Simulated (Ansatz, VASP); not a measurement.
## ZrS2: VASP beside Ansatz

Contents of INCAR:

```
SYSTEM = ZrS2
PREC = Accurate
ENCUT = 500
EDIFF = 1E-6
ISMEAR = -1
SIGMA = 0.02
LREAL = .FALSE.
LASPH = .TRUE.
NELM = 120
ALGO = Normal
ISIF = 2
LWAVE = .FALSE.
LCHARG = .FALSE.
GGA = PE
NBANDS = 19
GGA_COMPAT = .FALSE.
```

KPOINTS

```
Automatic mesh
0
G
  12 12 4
  0 0 0
```

POSCAR

```
ZrS2
1.0
    3.6376550941      0.0000000000      0.0000000000
   -1.8188275470      3.1503017217      0.0000000000
    0.0000000000      0.0000000000      5.8861405555
Zr S
1 2
Direct
    0.0000000000      0.0000000000      0.0000000000
    0.3333333333      0.6666666667      0.2479262884
    0.6666666667      0.3333333333      0.7520737116
```

Input for Ansatz:

```yaml
crystal:
  lattice:
    - [3.6376550941, 0.0, 0.0]
    - [-1.818827547, 3.1503017217, 0.0]
    - [0.0, 0.0, 5.8861405555]
  atoms:
    - { symbol: Zr, position: [0.0, 0.0, 0.0] }
    - { symbol: S, position: [0.3333333333, 0.6666666667, 0.2479262884] }
    - { symbol: S, position: [0.6666666667, 0.3333333333, 0.7520737116] }
kpoints:
  mp_grid: { grid: [12, 12, 4] }
  band_path:
    path:
      - [0.0, 0.0, 0.0]
      - [0.5, 0.0, 0.0]
      - [0.3333333333, 0.3333333333, 0.0]
      - [0.0, 0.0, 0.5]
      - [0.5, 0.0, 0.5]
      - [0.3333333333, 0.3333333333, 0.5]
      - [-0.088542, 0.005208, 0.005208]
      - [0.0, 0.5, 0.5]
    npoints: 1
hamiltonian:
  xc: pbe
scf:
  occupations: { method: fermi_dirac, width: 0.02 }
  n_extra_bands: 4
output:
  forces: true
  stress: true
  eigenvalues: true
  write_density: true
  write_potential: true
  elf: true
  volumetric_format: npy
```

Change from the starting cell: epitaxial_xy strain -1.0%.

Alike in both runs: task single point; functional PBE; k mesh 12 × 12 × 4; occupations fermi-dirac, width 0.02 eV; no spin polarisation.

```csv
,VASP,Ansatz
version,VASP 6.6.1,Ansatz 0.2.0
potentials or method,"VASP PAW PBE potentials, release 64 (Zr_sv, S)","plane waves, PAW"
plane-wave cutoff (eV),500,420
valence electrons in the cell,24,24
```

Ansatz gave:

```
gap on the k mesh at the Fermi level (eV)                     : 0.83
pressure (GPa)                                                : 2.4
traceless stress, the component that is largest in VASP (GPa) : -0.33
rms of the force components (eV/Å)                            : 0.021
```

Problem. Which values does VASP return?

Solution. gap on the k mesh at the Fermi level (eV): 0.83; pressure (GPa): 2.4; traceless stress, the component that is largest in VASP (GPa): -0.30; rms of the force components (eV/Å): 0.025.

Atom by atom the forces differ by 0.003 eV/Å (rms over components). With one functional, cell and mesh, what is left measures potentials, basis and numerics.
